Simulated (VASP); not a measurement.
# B2Sb3Os (P-4m2) in VASP: single point with PBE

Aim: the single point of B2Sb3Os with PBE.

Everything below comes from runs of VASP 6.6.1. Logs are shortened: lines on timing, memory, paths and dates and some standing lists are left out, and cuts for length are marked.

### Step 1. The cell of the first run

Symmetry: P-4m2, No. 115, tetragonal system. The conventional cell has a = 3.649 Å, b = 3.649 Å, c = 8.106 Å, α = 90.00°, β = 90.00°, γ = 90.00°. Within 3.7 Å of B (site symmetry 2mm) lie 7 Sb at 2.77 to 2.89 Å and 2 Os at 2.79 Å and 4 B at 3.65 Å. Sb (site symmetry 2mm) has 5 B at 2.77 to 2.89 Å and 10 Sb at 3.20 to 3.65 Å and 2 Os at 3.60 Å within 3.7 Å. Within 3.4 Å of Sb (site symmetry -4m2) lie 4 Os at 2.58 Å and 4 B at 2.79 Å. Within 3.4 Å of Os (site symmetry -4m2) lie 4 Sb at 2.58 Å and 4 B at 2.79 Å.

The cell was generated, and may not be a known phase.

### Step 2. Single point, PBE

INCAR reads:

```
SYSTEM = B2Sb3Os
PREC = Accurate
ENCUT = 520
EDIFF = 1E-6
ISMEAR = 0
SIGMA = 0.1
LREAL = .FALSE.
LASPH = .TRUE.
NELM = 60
ALGO = Normal
ISIF = 2
LWAVE = .FALSE.
LCHARG = .FALSE.
GGA = PE
NBANDS = 24
```

KPOINTS reads:

```
regular mesh
0
G
  6 6 2
  0 0 0
```

POSCAR reads:

```
B2Sb3Os
1.0
    3.6489873600      0.0000000000      0.0000000000
    0.0000000000      3.6489873600      0.0000000000
    0.0000000000      0.0000000000      8.1058961100
B Sb Os
2 3 1
Direct
    0.5000000000      0.0000000000      0.7398749000
    0.0000000000      0.5000000000      0.2601251000
    0.5000000000      0.0000000000      0.3835413500
    0.0000000000      0.5000000000      0.6164586500
    0.0000000000      0.0000000000      0.0000000000
    0.5000000000      0.5000000000      0.0000000000
```

Potentials or basis: VASP PAW PBE potentials, release 64 (B, Sb, Os).

Launch:

```
$ cat potpaw_PBE.64/B/POTCAR potpaw_PBE.64/Sb/POTCAR potpaw_PBE.64/Os/POTCAR > POTCAR
$ mpirun -np 1 vasp_std > vasp.out
```

OUTCAR:

```text
SYSTEM = B2Sb3Os
   PREC = Accurate
   ENCUT = 520
   EDIFF = 1E-6
   ISMEAR = 0
   LREAL = .FALSE.
   LASPH = .TRUE.
   NELM = 60
   ISIF = 2
   GGA = PE

 ion  position               nearest neighbor table
   1  0.500  0.000  0.740-   4 2.77   4 2.77   4 2.77   4 2.77   5 2.79   5 2.79   3 2.89
   2  0.000  0.500  0.260-   3 2.77   3 2.77   3 2.77   3 2.77   5 2.79   5 2.79   4 2.89
   3  0.500  0.000  0.384-   2 2.77   2 2.77   2 2.77   2 2.77   1 2.89   4 3.20   4 3.20   4 3.20
                             4 3.20   5 3.60   5 3.60
   4  0.000  0.500  0.616-   1 2.77   1 2.77   1 2.77   1 2.77   2 2.89   3 3.20   3 3.20   3 3.20
                             3 3.20   5 3.60   5 3.60
   5  0.000  0.000  0.000-   6 2.58   6 2.58   6 2.58   6 2.58   2 2.79   1 2.79   1 2.79   2 2.79
                             4 3.60   3 3.60   4 3.60   3 3.60
   6  0.500  0.500  0.000-   5 2.58   5 2.58   5 2.58   5 2.58

  LATTYP: Found a simple tetragonal cell.
 ALAT       =     3.6489873600
 C/A-ratio  =     2.2214097530

  Lattice vectors:

 A1 = (   3.6489873600,   0.0000000000,   0.0000000000)
 A2 = (   0.0000000000,   3.6489873600,   0.0000000000)
 A3 = (   0.0000000000,   0.0000000000,   8.1058961100)

Analysis of symmetry for initial positions (statically):
=====================================================================
 Subroutine PRICEL returns:
 Original cell was already a primitive cell.

 Routine SETGRP: Setting up the symmetry group for a
 simple tetragonal supercell.

 Subroutine GETGRP returns: Found  8 space group operations
 (whereof  8 operations were pure point group operations)
 out of a pool of 16 trial point group operations.

The static configuration has the point symmetry D_2d.

Analysis of symmetry for dynamics (positions and initial velocities):
=====================================================================
 Subroutine PRICEL returns:
 Original cell was already a primitive cell.

 Routine SETGRP: Setting up the symmetry group for a
 simple tetragonal supercell.

 Subroutine GETGRP returns: Found  8 space group operations
 (whereof  8 operations were pure point group operations)
 out of a pool of 16 trial point group operations.

The dynamic configuration has the point symmetry D_2d.

 Subroutine INISYM returns: Found  8 space group operations
 (whereof  8 operations are pure point group operations),
 and found     1 'primitive' translations

----------------------------------------------------------------------------------------

                                     Primitive cell

  volume of cell :     107.9309

  direct lattice vectors                    reciprocal lattice vectors
     3.648987360  0.000000000  0.000000000     0.274048634  0.000000000  0.000000000
     0.000000000  3.648987360  0.000000000     0.000000000  0.274048634  0.000000000
     0.000000000  0.000000000  8.105896110     0.000000000  0.000000000  0.123366989

  length of vectors
     3.648987360  3.648987360  8.105896110     0.274048634  0.274048634  0.123366989

  position of ions in fractional coordinates (direct lattice)
     0.500000000  0.000000000  0.739874900
     0.000000000  0.500000000  0.260125100
     0.500000000  0.000000000  0.383541350
     0.000000000  0.500000000  0.616458650
     0.000000000  0.000000000  0.000000000
     0.500000000  0.500000000  0.000000000

  ion indices of the primitive-cell ions
   primitive index   ion index
                 1           1
                 2           2
                 3           3
                 4           4
                 5           5
                 6           6

----------------------------------------------------------------------------------------

 KPOINTS: regular mesh

Automatic generation of k-mesh.
 Grid dimensions read from file:
 generate k-points for:    6    6    2

 Generating k-lattice:

  Cartesian coordinates                     Fractional coordinates (reciprocal lattice)
     0.045674772  0.000000000  0.000000000     0.166666667  0.000000000  0.000000000
     0.000000000  0.045674772  0.000000000     0.000000000  0.166666667  0.000000000
     0.000000000  0.000000000  0.061683495     0.000000000  0.000000000  0.500000000

  Length of vectors
     0.045674772  0.045674772  0.061683495

  Shift w.r.t. Gamma in fractional coordinates (k-lattice)
     0.000000000  0.000000000  0.000000000

 Subroutine IBZKPT returns following result:
 ===========================================

 Found     20 irreducible k-points:

 Following reciprocal coordinates:
            Coordinates               Weight
  0.000000  0.000000  0.000000      1.000000
  0.166667  0.000000  0.000000      4.000000
  0.333333  0.000000  0.000000      4.000000
  0.500000  0.000000  0.000000      2.000000
  0.166667  0.166667  0.000000      4.000000
  0.333333  0.166667  0.000000      8.000000
[... 12 lines left out ...]
  0.500000  0.333333  0.500000      4.000000
  0.500000  0.500000  0.500000      1.000000
   k-points           NKPTS =     20   k-points in BZ     NKDIM =     20   number of bands    NBANDS=     24
   number of dos      NEDOS =    301   number of ions     NIONS =      6
   total plane-waves  NPLWV =  47040
   dimension x,y,z NGX =    28 NGY =   28 NGZ =   60
   dimension x,y,z NGXF=    56 NGYF=   56 NGZF=  120
   ions per type =               2   3   1
   NGX,Y,Z   is equivalent  to a cutoff of  12.76, 12.76, 12.31 a.u.
   NGXF,Y,Z  is equivalent  to a cutoff of  25.51, 25.51, 24.61 a.u.
 SYSTEM =  B2Sb3Os
   PREC   = accura    normal or accurate (medium, high low for compatibility)
   ISTART =      0    job   : 0-new  1-cont  2-samecut
   ICHARG =      2    charge: 1-file 2-atom 10-const
   ISPIN  =      1    spin polarized calculation?
   LNONCOLLINEAR =      F non collinear calculations
   LSORBIT =      F    spin-orbit coupling
   LASPH  =      T    aspherical Exc in radial PAW
   ENCUT  =  520.0 eV  38.22 Ry    6.18 a.u.   6.78  6.78 15.07*2*pi/ulx,y,z
   NELM   =     60;   NELMIN=  2; NELMDL= -5     # of ELM steps
   EDIFF  = 0.1E-05   stopping-criterion for ELM
   LREAL  =      F    real-space projection
   EDIFFG = 0.1E-04   stopping-criterion for IOM
   NSW    =      0    number of steps for IOM
   IBRION =     -1    ionic relax: 0-MD 1-quasi-New 2-CG
   NFREE  =      0    steps in history (QN), initial steepest desc. (CG)
   ISIF   =      2    stress and relaxation
   ISYM   =      2    0-nonsym 1-usesym 2-fastsym
   POTIM  = 0.5000    time-step for ionic-motion
   TEBEG  =    0.0;   TEEND  =   0.0 temperature during run
   PSTRESS=    0.0 pullay stress
   NELECT =      29.0000    total number of electrons
   NUPDOWN=      -1.0000    fix difference up-down
   EMIN   =  10.00;   EMAX   =-10.00  energy-range for DOS
   EFERMI =   0.00;   METHOD = LEGACY
   ISMEAR =     0;   SIGMA  =   0.10  broadening in eV -4-tet -1-fermi 0-gaus
   EFERMI_NEDOS =   21; number of points for ismear=-14 and -15
   IALGO  =     38    algorithm
   IMIX   =      4    mixing-type and parameters
     AMIX     =   0.40;   BMIX     =  1.00
     AMIX_MAG =   1.60;   BMIX_MAG =  1.00
  volume/ion in A,a.u.               =      17.99       121.39
  Fermi-wavevector in a.u.,A,eV,Ry     =   1.056393  1.996294 15.183646  1.115967
  Thomas-Fermi vector in A             =   2.191627
   LORBIT       =      0    0 simple, 1 ext, 2 COOP (PROOUT), +10 PAW based schemes
   GGA     = PE    functional components
   LHFCALC =     F    Hartree Fock is set to
   AEXX    =    0.0000 exact exchange contribution
   IVDW    =     0    specifies the selected vdW correction
   LEPSILON=     F    determine dielectric tensor
   LRPA    =     F    only Hartree local field effects (RPA)
 non-spin polarized calculation
 Gauss-broadening in eV      SIGMA  =   0.10
  energy-cutoff  :      520.00
  volume of cell :      107.93
 maximum number of plane-waves:      2936
 NGX is ok and might be reduce to    28
   NGX = 13   NGY = 13   NGZ = 31

 number of electron      29.0000001 magnetization

 Free energy of the ion-electron system (eV)
  ---------------------------------------------------
  ext. energy  EPLUGINS =         0.00000000
  ---------------------------------------------------
  free energy    TOTEN  =       -29.01556519 eV

  energy without entropy =      -28.99410164  energy(sigma->0) =      -29.00483341

 E-fermi :   8.5801     XC(G=0): -11.1122

 val. band max:        8.5618591810   @ k =   0.0000   0.0000   0.5000
 cond. band min:       8.5875307414   @ k =   0.1667   0.1667   0.0000
 fundamental gap:      0.0256715604
 Fermi energy:         8.5800582613

 k-point     1 :       0.0000    0.0000    0.0000
  band No.  band energies     occupation
      1      -4.8591      2.00000
      2      -3.3853      2.00000
      3      -1.7878      2.00000
      4       3.5225      2.00000
      5       3.6631      2.00000
      6       5.3043      2.00000
[... 16 lines left out ...]
     23      13.1855      0.00000
     24      13.1855      0.00000

 k-point     2 :       0.1667    0.0000    0.0000
  band No.  band energies     occupation
      1      -4.5358      2.00000
      2      -3.0511      2.00000
      3      -1.5327      2.00000
      4       2.5896      2.00000
      5       3.8151      2.00000
      6       4.5619      2.00000
[... 16 lines left out ...]
     23      13.4880      0.00000
     24      13.6713      0.00000

 k-point     3 :       0.3333    0.0000    0.0000
  band No.  band energies     occupation
      1      -3.5974      2.00000
      2      -2.1328      2.00000
      3      -0.9257      2.00000
      4       0.5941      2.00000
      5       2.4542      2.00000
      6       2.9029      2.00000
[... 16 lines left out ...]
     23      13.2876      0.00000
     24      13.5455      0.00000
[... 406 lines left out ...]
 k-point    19 :       0.5000    0.3333    0.5000
  band No.  band energies     occupation
      1      -1.8873      2.00000
      2      -0.7236      2.00000
      3      -0.6892      2.00000
      4       1.3096      2.00000
      5       2.0254      2.00000
      6       3.7821      2.00000
[... 16 lines left out ...]
     23      12.8884      0.00000
     24      13.9291      0.00000

 k-point    20 :       0.5000    0.5000    0.5000
  band No.  band energies     occupation
      1      -1.8206      2.00000
      2      -0.0605      2.00000
      3      -0.0605      2.00000
      4       2.0845      2.00000
      5       2.0845      2.00000
      6       2.5227      2.00000
[... 16 lines left out ...]
     23      12.9024      0.00000
     24      13.9556      0.00000

------------------------ aborting loop because EDIFF is reached ----------------------------------------

  FORCE on cell =-STRESS in cart. coord.  units (eV):
  Direction    XX          YY          ZZ          XY          YZ          ZX
  --------------------------------------------------------------------------------------
  -------------------------------------------------------------------------------------
  Total        2.5480109      2.5480109     -5.3649728      0.0000000     -0.0000000      0.0000000
  in kB       37.8238825     37.8238825    -79.6402020      0.0000000     -0.0000000      0.0000000
  external PRESSURE =      -1.3308123 kB  Pullay stress =       0.0000000 kB

 VOLUME and BASIS-vectors are now :
 -----------------------------------------------------------------------------
  energy-cutoff  :      520.00
  volume of cell :      107.93
      direct lattice vectors                 reciprocal lattice vectors
     3.648987360  0.000000000  0.000000000     0.274048634  0.000000000  0.000000000
     0.000000000  3.648987360  0.000000000     0.000000000  0.274048634  0.000000000
     0.000000000  0.000000000  8.105896110     0.000000000  0.000000000  0.123366989

 POSITION                                       TOTAL-FORCE (eV/Angst)
 -----------------------------------------------------------------------------------
      1.82449      0.00000      5.99735        -0.000000     -0.000000      0.705367
      0.00000      1.82449      2.10855         0.000000     -0.000000     -0.705367
      1.82449      0.00000      3.10895        -0.000000     -0.000000     -1.221422
      0.00000      1.82449      4.99695         0.000000     -0.000000      1.221422
      0.00000      0.00000      0.00000         0.000000     -0.000000      0.000000
      1.82449      1.82449      0.00000         0.000000      0.000000      0.000000
 -----------------------------------------------------------------------------------
    total drift:                                0.000000      0.000000      0.000000

  FREE ENERGIE OF THE ION-ELECTRON SYSTEM (eV)
  ---------------------------------------------------
  free  energy   TOTEN  =       -29.0155651869 eV

  energy  without entropy=      -28.9941016429  energy(sigma->0) =      -29.00483341
```

Run time: 37 s. Hardware: 1 thread of Oxide Virtual Turin-like, shared host; peak memory 0.2 GiB.

Results:

```yaml
Free_energy: -29.0156 eV
Pressure: -0.1 GPa
Largest_force: 1.221 eV/Å
Band_gap_on_the_k_mesh: zero (an odd number of electrons rules out a gap without spin polarisation)
```

Forces on the atoms (eV/Å):
```
B    0.000  0.000  0.705
B    0.000  0.000 -0.705
Sb   0.000  0.000 -1.221
Sb   0.000  0.000  1.221
Sb   0.000  0.000  0.000
Os   0.000  0.000  0.000
```

Caveat: the k points lie up to 0.39 Å⁻¹ apart, too coarse for converged energies and pressures of a metal; spin-orbit coupling is left out, which moves the levels of the heavy elements; forces of over 1 eV/Å act on the atoms, so gaps and moduli don't describe the material at rest.

The gap in the log of VASP goes by the Fermi energy; the results here count the filled bands.